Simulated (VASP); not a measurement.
# Ba in VASP: further runs

The runs below take Ba through single point, with PBE, LDA.

Program: VASP 6.6.1. These are calculated values, not measurements. Logs are shortened: lines on timing, memory, paths and dates and some standing lists are left out, and cuts for length are marked.

## (1) The cell of the first run

The cell holds a slab with vacuum, 2 atoms: a = 3.910 Å, b = 4.141 Å, c = 20.700 Å, α = 90.00°, β = 90.00°, γ = 118.17°.

## (2) Single point, PBE

Contents of INCAR:

```
PREC = Accurate ; ENCUT = 520
EDIFF = 1E-7 ; ISMEAR = -1
SIGMA = 0.05 ; LREAL = False
LASPH = True ; NELM = 100
ALGO = Normal ; ISIF = 2
LWAVE = False ; LCHARG = True
LDIPOL = True ; IDIPOL = 3
DIPOL = 0.5 0.5 0.500 ; GGA = PE
LELF = True ; LVHAR = True
LVACPOTAV = True ; NBANDS = 17
```

Contents of KPOINTS:

```
Automatic mesh
0
Gamma
  8 8 1
```

Contents of POSCAR:

```
Ba
1.0
    3.9100000000      0.0000000000      0.0000000000
   -1.9550000000      3.6500000000      0.0000000000
    0.0000000000      0.0000000000     20.7000000000
Ba
2
Direct
    0.0000000000      0.0000000000      0.3623188406
    0.0000000000      0.0000000000      0.6376811594
```

Potentials or basis: VASP PAW PBE potentials, release 64 (Ba_sv).

Launch:

```console
$ cat potpaw_PBE.64/Ba_sv/POTCAR > POTCAR
$ mpirun -np 1 vasp_std > vasp.out
```

OUTCAR:

```text
PREC = Accurate
   ENCUT = 520
   EDIFF = 1E-7
   ISMEAR = -1
   LREAL = False
   LASPH = True
   NELM = 100
   ISIF = 2
   GGA = PE

 ion  position               nearest neighbor table
   1  0.000  0.000  0.362-
   2  0.000  0.000  0.638-

  LATTYP: Found a base centered orthorhombic cell.
 ALAT       =     3.9100000000
 B/A-ratio  =     1.8670076726
 C/A-ratio  =     5.2941176471

  Lattice vectors:

 A1 = (   1.9550000000,  -3.6500000000,   0.0000000000)
 A2 = (   1.9550000000,   3.6500000000,   0.0000000000)
 A3 = (   0.0000000000,   0.0000000000,  20.7000000000)

Analysis of symmetry for initial positions (statically):
=====================================================================
 Subroutine PRICEL returns:
 Original cell was already a primitive cell.

 Routine SETGRP: Setting up the symmetry group for a
 base centered orthorhombic supercell.

 Subroutine GETGRP returns: Found  8 space group operations
 (whereof  8 operations were pure point group operations)
 out of a pool of  8 trial point group operations.

The static configuration has the point symmetry D_2h.

Analysis of symmetry for dynamics (positions and initial velocities):
=====================================================================
 Subroutine PRICEL returns:
 Original cell was already a primitive cell.

 Routine SETGRP: Setting up the symmetry group for a
 base centered orthorhombic supercell.

 Subroutine GETGRP returns: Found  8 space group operations
 (whereof  8 operations were pure point group operations)
 out of a pool of  8 trial point group operations.

The dynamic configuration has the point symmetry D_2h.

 Subroutine INISYM returns: Found  8 space group operations
 (whereof  8 operations are pure point group operations),
 and found     1 'primitive' translations

----------------------------------------------------------------------------------------

                                     Primitive cell

  volume of cell :     295.4201

  direct lattice vectors                    reciprocal lattice vectors
     3.910000000  0.000000000  0.000000000     0.255754476  0.136986301  0.000000000
    -1.955000000  3.650000000  0.000000000     0.000000000  0.273972603  0.000000000
     0.000000000  0.000000000 20.700000000     0.000000000  0.000000000  0.048309179

  length of vectors
     3.910000000  4.140594764 20.700000000     0.290130313  0.273972603  0.048309179
[... 72 lines left out ...]
   LNONCOLLINEAR =      F non collinear calculations
   LSORBIT =      F    spin-orbit coupling
   LASPH  =      T    aspherical Exc in radial PAW
   ENCUT  =  520.0 eV  38.22 Ry    6.18 a.u.   7.27  7.70 38.49*2*pi/ulx,y,z
   NELM   =    100;   NELMIN=  2; NELMDL= -5     # of ELM steps
   EDIFF  = 0.1E-06   stopping-criterion for ELM
   LREAL  =      F    real-space projection
   EDIFFG = 0.1E-05   stopping-criterion for IOM
   NSW    =      0    number of steps for IOM
   IBRION =     -1    ionic relax: 0-MD 1-quasi-New 2-CG
   NFREE  =      0    steps in history (QN), initial steepest desc. (CG)
   ISIF   =      2    stress and relaxation
   ISYM   =      2    0-nonsym 1-usesym 2-fastsym
   POTIM  = 0.5000    time-step for ionic-motion
   TEBEG  =    0.0;   TEEND  =   0.0 temperature during run
   PSTRESS=    0.0 pullay stress
   NELECT =      20.0000    total number of electrons
   NUPDOWN=      -1.0000    fix difference up-down
   EMIN   =  10.00;   EMAX   =-10.00  energy-range for DOS
   EFERMI =   0.00;   METHOD = LEGACY
   ISMEAR =    -1;   SIGMA  =   0.05  broadening in eV -4-tet -1-fermi 0-gaus
   EFERMI_NEDOS =   21; number of points for ismear=-14 and -15
   IALGO  =     38    algorithm
   IMIX   =      4    mixing-type and parameters
     AMIX     =   0.40;   BMIX     =  1.00
     AMIX_MAG =   1.60;   BMIX_MAG =  1.00
  volume/ion in A,a.u.               =     147.71       996.80
  Fermi-wavevector in a.u.,A,eV,Ry     =   0.667224  1.260870  6.057144  0.445188
  Thomas-Fermi vector in A             =   1.741765
   LORBIT       =      0    0 simple, 1 ext, 2 COOP (PROOUT), +10 PAW based schemes
   GGA     = PE    functional components
[... 5 lines left out ...]
 non-spin polarized calculation
  energy-cutoff  :      520.00
  volume of cell :      295.42
 maximum number of plane-waves:      7991
 NGX is ok and might be reduce to    30
   NGX = 15   NGY = 15   NGZ = 77

 number of electron      20.0000000 magnetization

 dipolmoment           0.000000      0.000000      0.000000 electrons x Angstroem

 Free energy of the ion-electron system (eV)
  ---------------------------------------------------
  ext. energy  EPLUGINS =         0.00000000
  ---------------------------------------------------
  free energy    TOTEN  =        -2.43054391 eV

  energy without entropy =       -2.38004918  energy(sigma->0) =       -2.40529654

 E-fermi :  -0.6131     XC(G=0):  -3.9631

 val. band max:       -0.6282643382   @ k =   0.1250   0.3750   0.0000
 cond. band min:      -0.6109993113   @ k =   0.5000   0.1250   0.0000
 fundamental gap:      0.0172650268
 Fermi energy:        -0.6130516427

 k-point     1 :       0.0000    0.0000    0.0000
  band No.  band energies     occupation
      1     -29.7584      2.00000
      2     -29.7582      2.00000
      3     -15.0766      2.00000
      4     -15.0664      2.00000
      5     -14.5261      2.00000
      6     -14.5258      2.00000
[... 397 lines left out ...]
      4     -15.2394      2.00000
      5     -14.9683      2.00000
      6     -14.9606      2.00000
[... 9 lines left out ...]
     16       1.6205      0.00000
     17       2.3471      0.00000

------------------------ aborting loop because EDIFF is reached ----------------------------------------

  FORCE on cell =-STRESS in cart. coord.  units (eV):
  Direction    XX          YY          ZZ          XY          YZ          ZX
  --------------------------------------------------------------------------------------
  -------------------------------------------------------------------------------------
  Total        2.8784695      1.1348340     -1.0991790      0.0000000      0.0000000      0.0000000
  in kB       15.6110546      6.1546441     -5.9612732      0.0000000      0.0000000      0.0000000
  external PRESSURE =       5.2681418 kB  Pullay stress =       0.0000000 kB

 VOLUME and BASIS-vectors are now :
 -----------------------------------------------------------------------------
  energy-cutoff  :      520.00
  volume of cell :      295.42
      direct lattice vectors                 reciprocal lattice vectors
     3.910000000  0.000000000  0.000000000     0.255754476  0.136986301  0.000000000
    -1.955000000  3.650000000  0.000000000     0.000000000  0.273972603  0.000000000
     0.000000000  0.000000000 20.700000000     0.000000000  0.000000000  0.048309179

 POSITION                                       TOTAL-FORCE (eV/Angst)
 -----------------------------------------------------------------------------------
      0.00000      0.00000      7.50000         0.000000      0.000000      0.192526
      0.00000      0.00000     13.20000         0.000000      0.000000     -0.192526
 -----------------------------------------------------------------------------------
    total drift:                               -0.000000     -0.000000      0.000000

  FREE ENERGIE OF THE ION-ELECTRON SYSTEM (eV)
  ---------------------------------------------------
  free  energy   TOTEN  =        -2.4305439054 eV

  energy  without entropy=       -2.3800491823  energy(sigma->0) =       -2.40529654

 vacuum level on the upper side and lower side of the slab         1.901         1.901
```

OSZICAR:

```text
N       E                     dE             d eps       ncg     rms          rms(c)
DAV:   1     0.181798338912E+03    0.18180E+03   -0.70468E+03   730   0.840E+02
DAV:   2     0.164036534633E+02   -0.16539E+03   -0.16169E+03  1242   0.181E+02
DAV:   3    -0.231773736220E+01   -0.18721E+02   -0.18610E+02   895   0.713E+01
[... 11 lines left out ...]
DAV:  15    -0.243033875435E+01   -0.29549E-03   -0.10307E-04   866   0.301E-02    0.531E-03
DAV:  16    -0.243052046161E+01   -0.18171E-03   -0.36166E-05   886   0.157E-02    0.262E-03
DAV:  17    -0.243053727726E+01   -0.16816E-04   -0.42737E-06   849   0.859E-03    0.771E-04
DAV:  18    -0.243054381018E+01   -0.65329E-05   -0.15164E-06   654   0.445E-03    0.622E-04
DAV:  19    -0.243054390545E+01   -0.95274E-07   -0.45221E-08   793   0.126E-03
   1 F= -.24305439E+01 E0= -.24052965E+01  d E =-.504947E-01
```

Run time: 2.1 min. Hardware: 1 thread of Intel Xeon 6975P-C, shared host; peak memory 0.44 GiB.

What came out:

| Quantity | Value |
| --- | --- |
| Free energy | -2.4305 eV |
| Largest force | 0.193 eV/Å |
| Band gap on the k mesh | zero (band 10 reaches 0.04 eV, above the bottom of band 11 at -0.77 eV) |

Forces on the atoms (eV/Å):
```
Ba   0.000  0.000  0.193
Ba   0.000  0.000 -0.193
```

Caveat: spin-orbit coupling is left out, which moves the levels of the heavy elements.

## (3) Single point, LDA

Contents of INCAR:

```
PREC = Accurate
ENCUT = 520
EDIFF = 1E-7
ISMEAR = -1
SIGMA = 0.05
LREAL = False
LASPH = True
NELM = 80
ALGO = Normal
ISIF = 2
LWAVE = False
LCHARG = False
LDIPOL = True
IDIPOL = 3
DIPOL = 0.5 0.5 0.500
NBANDS = 17
```

Contents of KPOINTS:

```
regular mesh
0
Gamma
  8 8 1
```

POSCAR is that of step 2.

Potentials or basis: VASP PAW LDA potentials, release 64 (Ba_sv).

Launch:

```console
$ cat potpaw_LDA.64/Ba_sv/POTCAR > POTCAR
$ mpirun -np 1 vasp_std > vasp.out
```

Wall time 2.5 min (1 thread of Intel Xeon 6975P-C, shared host); peak memory 0.34 GiB.

Results (log left out):

```yaml
Free_energy: -3.0131 eV
Largest_force: 0.211 eV/Å
Band_gap_on_the_k_mesh: zero (band 10 reaches -0.14 eV, above the bottom of band 11 at -0.95 eV)
```

Forces on the atoms (eV/Å):
```
Ba   0.000  0.000  0.211
Ba   0.000  0.000 -0.211
```

Levels at points of the mesh, in eV from the Fermi level:
| k point | band 6 | band 7 | band 8 | band 9 | band 10 | band 11 | band 12 | band 13 | band 14 | band 15 |
| --- | --- | --- | --- | --- | --- | --- | --- | --- | --- | --- |
| (0.00, 0.00, 0.00) | -13.87 | -13.77 | -13.77 | -2.28 | -2.01 | -0.11 | 0.31 | 0.31 | 1.43 | 1.45 |
| (0.50, 0.00, 0.00) | -14.27 | -14.05 | -14.05 | -0.76 | -0.69 | -0.12 | 0.21 | 1.53 | 1.98 | 2.22 |
| (0.00, 0.50, 0.00) | -14.30 | -13.91 | -13.91 | -0.75 | -0.67 | -0.18 | 0.18 | 1.25 | 1.61 | 1.95 |

Caveat: spin-orbit coupling is left out, which moves the levels of the heavy elements.
